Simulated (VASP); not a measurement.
# ZnS3 (Fm-3m) in VASP: further runs

The runs below take ZnS3 through single point, relaxation of cell and atoms, with PBE.

All numbers are computed with VASP 6.6.1; they aren't measurements. Logs are shortened: lines on timing, memory, paths and dates and some standing lists are left out, and cuts for length are marked.

## (1) The cell of the first run

Symmetry: Fm-3m, No. 225, cubic system. Conventional cell: a = 6.362 Å, b = 6.362 Å, c = 6.362 Å, α = 90.00°, β = 90.00°, γ = 90.00°. Within 3.6 Å of Zn (site symmetry m-3m) lie 14 S at 2.75 to 3.18 Å. Within 3.6 Å of S (site symmetry -43m) lie 4 Zn at 2.75 Å and 10 S at 2.75 to 3.18 Å. Within 3.6 Å of S (site symmetry m-3m) lie 8 S at 2.75 Å and 6 Zn at 3.18 Å.

## (2) Single point, PBE

INCAR reads:

```
PREC = Accurate
ENCUT = 520
EDIFF = 1E-6
ISMEAR = 0
SIGMA = 0.1
LREAL = False
LASPH = True
NELM = 80
ALGO = Normal
ISIF = 2
LWAVE = False
LCHARG = False
GGA = PE
NBANDS = 23
```

KPOINTS reads:

```
Automatic mesh
0
Gamma
  6 6 6
```

POSCAR reads:

```
ZnS3
1.0
    0.0000000000      3.1807987342      3.1807987342
    3.1807987342      0.0000000000      3.1807987342
    3.1807987342      3.1807987342      0.0000000000
Zn S
1 3
Direct
    0.0000000000      0.0000000000      0.0000000000
    0.2500000000      0.2500000000      0.2500000000
    0.7500000000      0.7500000000      0.7500000000
    0.5000000000      0.5000000000      0.5000000000
```

Potentials or basis: VASP PAW PBE potentials, release 64 (Zn, S).

The run is started by

```console
> cat potpaw_PBE.64/Zn/POTCAR potpaw_PBE.64/S/POTCAR > POTCAR
> mpirun -np 1 vasp_std > vasp.out
```

OUTCAR:

```text
PREC = Accurate
   ENCUT = 520
   EDIFF = 1E-6
   ISMEAR = 0
   LREAL = False
   LASPH = True
   NELM = 80
   ISIF = 2
   GGA = PE

 ion  position               nearest neighbor table
   1  0.000  0.000  0.000-   3 2.75   3 2.75   2 2.75   3 2.75   2 2.75   2 2.75   3 2.75   2 2.75

   2  0.250  0.250  0.250-   1 2.75   1 2.75   1 2.75   4 2.75   4 2.75   4 2.75   1 2.75   4 2.75

   3  0.750  0.750  0.750-   4 2.75   4 2.75   1 2.75   4 2.75   1 2.75   1 2.75   4 2.75   1 2.75

   4  0.500  0.500  0.500-   2 2.75   2 2.75   2 2.75   3 2.75   3 2.75   3 2.75   2 2.75   3 2.75

  LATTYP: Found a face centered cubic cell.
 ALAT       =     6.3615974684

  Lattice vectors:

 A1 = (   0.0000000000,   3.1807987342,   3.1807987342)
 A2 = (   3.1807987342,   0.0000000000,   3.1807987342)
 A3 = (   3.1807987342,   3.1807987342,   0.0000000000)

Analysis of symmetry for initial positions (statically):
=====================================================================
 Subroutine PRICEL returns:
 Original cell was already a primitive cell.

 Routine SETGRP: Setting up the symmetry group for a
 face centered cubic supercell.

 Subroutine GETGRP returns: Found 48 space group operations
 (whereof 48 operations were pure point group operations)
 out of a pool of 48 trial point group operations.

The static configuration has the point symmetry O_h .

Analysis of symmetry for dynamics (positions and initial velocities):
=====================================================================
 Subroutine PRICEL returns:
 Original cell was already a primitive cell.

 Routine SETGRP: Setting up the symmetry group for a
 face centered cubic supercell.

 Subroutine GETGRP returns: Found 48 space group operations
 (whereof 48 operations were pure point group operations)
 out of a pool of 48 trial point group operations.

The dynamic configuration has the point symmetry O_h .

 Subroutine INISYM returns: Found 48 space group operations
 (whereof 48 operations are pure point group operations),
 and found     1 'primitive' translations

----------------------------------------------------------------------------------------

                                     Primitive cell

  volume of cell :      64.3633

  direct lattice vectors                    reciprocal lattice vectors
     0.000000000  3.180798734  3.180798734    -0.157193222  0.157193222  0.157193222
     3.180798734  0.000000000  3.180798734     0.157193222 -0.157193222  0.157193222
     3.180798734  3.180798734  0.000000000     0.157193222  0.157193222 -0.157193222

  length of vectors
     4.498328709  4.498328709  4.498328709     0.272266646  0.272266646  0.272266646

  position of ions in fractional coordinates (direct lattice)
     0.000000000  0.000000000  0.000000000
     0.250000000  0.250000000  0.250000000
     0.750000000  0.750000000  0.750000000
     0.500000000  0.500000000  0.500000000

  ion indices of the primitive-cell ions
   primitive index   ion index
                 1           1
                 2           2
                 3           3
                 4           4

----------------------------------------------------------------------------------------

 KPOINTS: Automatic mesh

Automatic generation of k-mesh.
 Grid dimensions read from file:
 generate k-points for:    6    6    6

 Generating k-lattice:

  Cartesian coordinates                     Fractional coordinates (reciprocal lattice)
    -0.026198870  0.026198870  0.026198870     0.166666667  0.000000000  0.000000000
     0.026198870 -0.026198870  0.026198870     0.000000000  0.166666667  0.000000000
     0.026198870  0.026198870 -0.026198870     0.000000000  0.000000000  0.166666667

  Length of vectors
     0.045377774  0.045377774  0.045377774

  Shift w.r.t. Gamma in fractional coordinates (k-lattice)
     0.000000000  0.000000000  0.000000000

 Subroutine IBZKPT returns following result:
 ===========================================

 Found     16 irreducible k-points:

 Following reciprocal coordinates:
            Coordinates               Weight
  0.000000  0.000000  0.000000      1.000000
  0.166667  0.000000  0.000000      8.000000
  0.333333  0.000000  0.000000      8.000000
  0.500000  0.000000  0.000000      4.000000
  0.166667  0.166667  0.000000      6.000000
  0.333333  0.166667  0.000000     24.000000
[... 8 lines left out ...]
 -0.333333  0.333333  0.166667     24.000000
 -0.333333  0.500000  0.166667     12.000000
   k-points           NKPTS =     16   k-points in BZ     NKDIM =     16   number of bands    NBANDS=     23
   number of dos      NEDOS =    301   number of ions     NIONS =      4
   total plane-waves  NPLWV =  46656
   dimension x,y,z NGX =    36 NGY =   36 NGZ =   36
   dimension x,y,z NGXF=    72 NGYF=   72 NGZF=   72
   ions per type =               1   3
   NGX,Y,Z   is equivalent  to a cutoff of  13.30, 13.30, 13.30 a.u.
   NGXF,Y,Z  is equivalent  to a cutoff of  26.61, 26.61, 26.61 a.u.
 SYSTEM =  unknown system
   PREC   = accura    normal or accurate (medium, high low for compatibility)
   ISTART =      0    job   : 0-new  1-cont  2-samecut
   ICHARG =      2    charge: 1-file 2-atom 10-const
   ISPIN  =      1    spin polarized calculation?
   LNONCOLLINEAR =      F non collinear calculations
   LSORBIT =      F    spin-orbit coupling
   LASPH  =      T    aspherical Exc in radial PAW
   ENCUT  =  520.0 eV  38.22 Ry    6.18 a.u.   8.36  8.36  8.36*2*pi/ulx,y,z
   NELM   =     80;   NELMIN=  2; NELMDL= -5     # of ELM steps
   EDIFF  = 0.1E-05   stopping-criterion for ELM
   LREAL  =      F    real-space projection
   EDIFFG = 0.1E-04   stopping-criterion for IOM
   NSW    =      0    number of steps for IOM
   IBRION =     -1    ionic relax: 0-MD 1-quasi-New 2-CG
   NFREE  =      0    steps in history (QN), initial steepest desc. (CG)
   ISIF   =      2    stress and relaxation
   ISYM   =      2    0-nonsym 1-usesym 2-fastsym
   POTIM  = 0.5000    time-step for ionic-motion
   TEBEG  =    0.0;   TEEND  =   0.0 temperature during run
   PSTRESS=    0.0 pullay stress
   NELECT =      30.0000    total number of electrons
   NUPDOWN=      -1.0000    fix difference up-down
   EMIN   =  10.00;   EMAX   =-10.00  energy-range for DOS
   EFERMI =   0.00;   METHOD = LEGACY
   ISMEAR =     0;   SIGMA  =   0.10  broadening in eV -4-tet -1-fermi 0-gaus
   EFERMI_NEDOS =   21; number of points for ismear=-14 and -15
   IALGO  =     38    algorithm
   IMIX   =      4    mixing-type and parameters
     AMIX     =   0.40;   BMIX     =  1.00
     AMIX_MAG =   1.60;   BMIX_MAG =  1.00
  volume/ion in A,a.u.               =      16.09       108.59
  Fermi-wavevector in a.u.,A,eV,Ry     =   1.269314  2.398656 21.921135  1.611158
  Thomas-Fermi vector in A             =   2.402362
   LORBIT       =      0    0 simple, 1 ext, 2 COOP (PROOUT), +10 PAW based schemes
   GGA     = PE    functional components
   LHFCALC =     F    Hartree Fock is set to
   AEXX    =    0.0000 exact exchange contribution
   IVDW    =     0    specifies the selected vdW correction
   LEPSILON=     F    determine dielectric tensor
   LRPA    =     F    only Hartree local field effects (RPA)
 non-spin polarized calculation
 Gauss-broadening in eV      SIGMA  =   0.10
  energy-cutoff  :      520.00
  volume of cell :       64.36
 maximum number of plane-waves:      1759
 NGX is ok and might be reduce to    36
   NGX = 17   NGY = 17   NGZ = 17

 number of electron      29.9999988 magnetization

 Free energy of the ion-electron system (eV)
  ---------------------------------------------------
  ext. energy  EPLUGINS =         0.00000000
  ---------------------------------------------------
  free energy    TOTEN  =       -10.62925249 eV

  energy without entropy =      -10.60256729  energy(sigma->0) =      -10.61590989

 E-fermi :   6.0542     XC(G=0): -11.0966

 val. band max:        6.0512567554   @ k =  -0.3333   0.1667   0.0000
 cond. band min:       6.0590540378   @ k =   0.5000   0.1667   0.0000
 fundamental gap:      0.0077972824
 Fermi energy:         6.0541642242

 k-point     1 :       0.0000    0.0000    0.0000
  band No.  band energies     occupation
      1      -9.8382      2.00000
      2      -5.1459      2.00000
      3      -4.1261      2.00000
      4      -0.9774      2.00000
      5      -0.9774      2.00000
      6      -0.9774      2.00000
[... 15 lines left out ...]
     22      13.4230      0.00000
     23      13.4230      0.00000

 k-point     2 :       0.1667    0.0000    0.0000
  band No.  band energies     occupation
      1      -9.6068      2.00000
      2      -5.4369      2.00000
      3      -4.4786      2.00000
      4      -0.9590      2.00000
      5      -0.9590      2.00000
      6      -0.8149      2.00000
[... 15 lines left out ...]
     22      13.4568      0.00000
     23      13.4568      0.00000

 k-point     3 :       0.3333    0.0000    0.0000
  band No.  band energies     occupation
      1      -8.9565      2.00000
      2      -6.3341      2.00000
      3      -4.9848      2.00000
      4      -0.9604      2.00000
      5      -0.9604      2.00000
      6      -0.6843      2.00000
[... 15 lines left out ...]
     22      14.6716      0.00000
     23      14.6716      0.00000

 k-point     4 :       0.5000    0.0000    0.0000
  band No.  band energies     occupation
      1      -8.3109      2.00000
      2      -7.1597      2.00000
      3      -5.1392      2.00000
      4      -0.9829      2.00000
      5      -0.9829      2.00000
      6      -0.6624      2.00000
[... 15 lines left out ...]
     22      16.5152      0.00000
     23      16.6023      0.00000

 k-point     5 :       0.1667    0.1667    0.0000
  band No.  band energies     occupation
      1      -9.5291      2.00000
      2      -5.4701      2.00000
      3      -4.6255      2.00000
      4      -0.9794      2.00000
      5      -0.9794      2.00000
      6      -0.7607      2.00000
[... 15 lines left out ...]
     22      12.8161      0.00000
     23      13.9572      0.00000

 k-point     6 :       0.3333    0.1667    0.0000
  band No.  band energies     occupation
      1      -9.0126      2.00000
      2      -5.9947      2.00000
      3      -5.2349      2.00000
      4      -0.9653      2.00000
      5      -0.8601      2.00000
      6      -0.7226      2.00000
[... 15 lines left out ...]
     22      13.1199      0.00000
     23      15.9494      0.00000

 k-point     7 :       0.5000    0.1667    0.0000
  band No.  band energies     occupation
      1      -8.2375      2.00000
      2      -6.9379      2.00000
      3      -5.5504      2.00000
      4      -0.9513      2.00000
      5      -0.7874      2.00000
      6      -0.7082      2.00000
[... 145 lines left out ...]
     22      15.7463      0.00000
     23      15.7992      0.00000

 k-point    13 :       0.5000    0.5000    0.0000
  band No.  band energies     occupation
      1      -7.3672      2.00000
      2      -7.2772      2.00000
      3      -6.2045      2.00000
      4      -0.7031      2.00000
      5      -0.7031      2.00000
      6      -0.6174      2.00000
[... 15 lines left out ...]
     22      13.9816      0.00000
     23      14.2980      0.00000

 k-point    14 :       0.5000    0.3333    0.1667
  band No.  band energies     occupation
      1      -8.3948      2.00000
      2      -6.3432      2.00000
      3      -5.9582      2.00000
      4      -0.9668      2.00000
      5      -0.8148      2.00000
      6      -0.6832      2.00000
[... 15 lines left out ...]
     22      14.6314      0.00000
     23      15.7968      0.00000

 k-point    15 :      -0.3333    0.3333    0.1667
  band No.  band energies     occupation
      1      -7.7505      2.00000
      2      -6.9487      2.00000
      3      -6.2225      2.00000
      4      -1.1570      2.00000
      5      -0.7559      2.00000
      6      -0.6692      2.00000
[... 15 lines left out ...]
     22      15.6694      0.00000
     23      16.0009      0.00000

 k-point    16 :      -0.3333    0.5000    0.1667
  band No.  band energies     occupation
      1      -7.2568      2.00000
      2      -7.1329      2.00000
      3      -6.5666      2.00000
      4      -1.3002      2.00000
      5      -0.7024      2.00000
      6      -0.6862      2.00000
[... 15 lines left out ...]
     22      14.9585      0.00000
     23      15.7468      0.00000

------------------------ aborting loop because EDIFF is reached ----------------------------------------

  FORCE on cell =-STRESS in cart. coord.  units (eV):
  Direction    XX          YY          ZZ          XY          YZ          ZX
  --------------------------------------------------------------------------------------
  -------------------------------------------------------------------------------------
  Total        0.0022965      0.0022965      0.0022965      0.0000000      0.0000000     -0.0000000
  in kB        0.0571663      0.0571663      0.0571663      0.0000000      0.0000000     -0.0000000
  external PRESSURE =       0.0571663 kB  Pullay stress =       0.0000000 kB

 VOLUME and BASIS-vectors are now :
 -----------------------------------------------------------------------------
  energy-cutoff  :      520.00
  volume of cell :       64.36
      direct lattice vectors                 reciprocal lattice vectors
     0.000000000  3.180798734  3.180798734    -0.157193222  0.157193222  0.157193222
     3.180798734  0.000000000  3.180798734     0.157193222 -0.157193222  0.157193222
     3.180798734  3.180798734  0.000000000     0.157193222  0.157193222 -0.157193222

 POSITION                                       TOTAL-FORCE (eV/Angst)
 -----------------------------------------------------------------------------------
      0.00000      0.00000      0.00000        -0.000000     -0.000000      0.000000
      1.59040      1.59040      1.59040        -0.000000      0.000000     -0.000000
      4.77120      4.77120      4.77120         0.000000     -0.000000     -0.000000
      3.18080      3.18080      3.18080        -0.000000     -0.000000      0.000000
 -----------------------------------------------------------------------------------
    total drift:                               -0.000000      0.000000      0.000000

  FREE ENERGIE OF THE ION-ELECTRON SYSTEM (eV)
  ---------------------------------------------------
  free  energy   TOTEN  =       -10.6292524856 eV

  energy  without entropy=      -10.6025672876  energy(sigma->0) =      -10.61590989
```

It took 18 s on 1 thread of AMD EPYC 9R45 (Zen 5), shared host; peak memory 0.17 GiB.

Results:

```yaml
Free_energy: -10.6293 eV
Pressure: 0.0 GPa
Band_gap_on_the_k_mesh: zero (band 15 reaches 6.25 eV, above the bottom of band 16 at 5.30 eV)
```

## (3) Relaxation of cell and atoms, PBE

This run uses another cell than the first one, of 19.84 Å³/atom, 1.233 times its volume.

INCAR reads:

```
SYSTEM = ZnS3
PREC = Accurate ; ENCUT = 600
EDIFF = 1E-6 ; ISMEAR = 0
SIGMA = 0.1 ; LREAL = .False.
LASPH = .True. ; NELM = 80
ALGO = Normal ; ISIF = 3
LWAVE = .False. ; LCHARG = .False.
GGA = PE ; IBRION = 2
NSW = 90 ; EDIFFG = -0.04
```

KPOINTS reads:

```
Automatic mesh
0
Gamma
  4 4 4
  0 0 0
```

POSCAR reads:

```
ZnS3
1.0
    0.0000000000      3.4105576700      3.4105576700
    3.4105576700      0.0000000000      3.4105576700
    3.4105576700      3.4105576700      0.0000000000
Zn S
1 3
Direct
    0.0000000000      0.0000000000      0.0000000000
    0.2500000000      0.2500000000      0.2500000000
    0.7500000000      0.7500000000      0.7500000000
    0.5000000000      0.5000000000      0.5000000000
```

Potentials or basis: VASP PAW PBE potentials, release 64 (Zn, S).

The run is started by

```console
> cat potpaw_PBE.64/Zn/POTCAR potpaw_PBE.64/S/POTCAR > POTCAR
> mpirun -np 1 vasp_std > vasp.out
```

Wall time 32 s (1 thread of AMD EPYC 9R45 (Zen 5), shared host); peak memory 0.21 GiB.

The run converged. Its results:

| Item | Value |
| --- | --- |
| Free energy | -10.6201 eV |
| Relaxed volume | 15.96 Å³/atom |
| Relaxed cell | a = 4.486 Å, b = 4.486 Å, c = 4.486 Å, α = 60.00°, β = 60.00°, γ = 60.00° |
| Space group after relaxing (to 0.05 Å) | Fm-3m (No. 225) |
| Energy gained by relaxing | 149.5 meV/atom |
| Ionic steps | 3 |
| Pressure after relaxing | -0.2 GPa |
| Band gap on the k mesh | zero (band 15 reaches 6.35 eV, above the bottom of band 16 at 5.38 eV) |

The path:
| step | energy change (eV) | largest force (eV/Å) | pressure (GPa) | volume (Å³) |
| --- | --- | --- | --- | --- |
| 1 | 0.0000 | 0.0000 | -9.60 | 79.34 |
| 2 | -0.5712 | 0.0000 | -3.04 | 66.47 |
| 3 | -0.5982 | 0.0000 | -0.23 | 63.85 |

Final structure:
```
Zn S
1.0
     0.00000    3.17239    3.17239
     3.17239    0.00000    3.17239
     3.17239    3.17239    0.00000
Zn S
1 3
Cartesian
  0.0000 0.0000 0.0000
  1.5862 1.5862 1.5862
  4.7586 4.7586 4.7586
  3.1724 3.1724 3.1724
```

Levels at points of the mesh, in eV from the Fermi level:
| k point | band 12 | band 13 | band 14 | band 15 | band 16 | band 17 |
| --- | --- | --- | --- | --- | --- | --- |
| (0.00, 0.00, 0.00) | -3.32 | -3.32 | -3.32 | -0.76 | -0.76 | -0.76 |
| (0.50, 0.00, 0.00) | -3.44 | -3.44 | -1.52 | 0.15 | 0.85 | 0.85 |
| (0.50, 0.50, 0.00) | -1.37 | -0.38 | -0.38 | 0.22 | 0.78 | 0.78 |

Caveat: the k points lie up to 0.43 Å⁻¹ apart in the final cell; the volume moved by over 15 % at a fixed basis, so the end points are rough.

(Part 1 of 2 ends here.)
